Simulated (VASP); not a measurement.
A run of VASP 6.6.1 is set up as follows.

The input INCAR:

```
ALGO     = Normal         # electronic algorithm
EDIFF    = 1E-6           # SCF threshold, eV
ENCUT    = 600            # plane-wave cutoff, eV
GGA      = PE             # functional
GGA_COMPAT= F            
ISIF     = 2              # what is computed and relaxed
ISMEAR   = -1             # smearing method
LASPH    = T              # aspherical terms in the spheres
LCHARG   = F              # write CHGCAR
LDAU     = T              # DFT+U
LDAUJ    = 0 0          
LDAUL    = 2 -1           # shell
LDAUPRINT= 1            
LDAUTYPE = 2            
LDAUU    = 4 0            # U, eV
LMAXMIX  = 4              # l up to which the mixer works
LREAL    = F              # projectors in reciprocal space
LWAVE    = F              # write WAVECAR
NBANDS   = 16             # bands
NELM     = 200            # most SCF steps
PREC     = Accurate       # precision mode
SIGMA    = 0.05           # smearing width, eV
```

File KPOINTS:

```
k-points
0
Gamma
  10 10 9
```

Contents of POSCAR:

```
TaN
1.0
    2.9648209376     -0.0000000029      0.0000000000
   -1.4824104663      2.5676102511      0.0000000000
    0.0000000000      0.0000000000      2.9017967996
Ta N
1 1
Direct
    0.3333333333      0.6666666667      0.5000000000
    0.0000000000      0.0000000000      0.0000000000
```

Potentials or basis: VASP PAW PBE potentials, release 64 (Ta_sv_GW, N).

Launch:

```bash
$ cat potpaw_PBE.64/Ta_sv_GW/POTCAR potpaw_PBE.64/N/POTCAR > POTCAR
$ mpirun -np 1 vasp_std > vasp.out
```

Question: Predict the band gap on the k mesh.

Answer: Zero (band 9 reaches 13.02 eV, above the bottom of band 10 at 12.70 eV).

Question: Estimate the pressure.

Answer: 8.8 GPa.

Stress tensor (GPa, compression positive):
```
 7.71  0.00  0.00
 0.00  7.71  0.00
 0.00  0.00 11.10
```

Caveat: spin-orbit coupling is left out, which moves the levels of the heavy elements; U without spin polarisation on a metal has little footing.
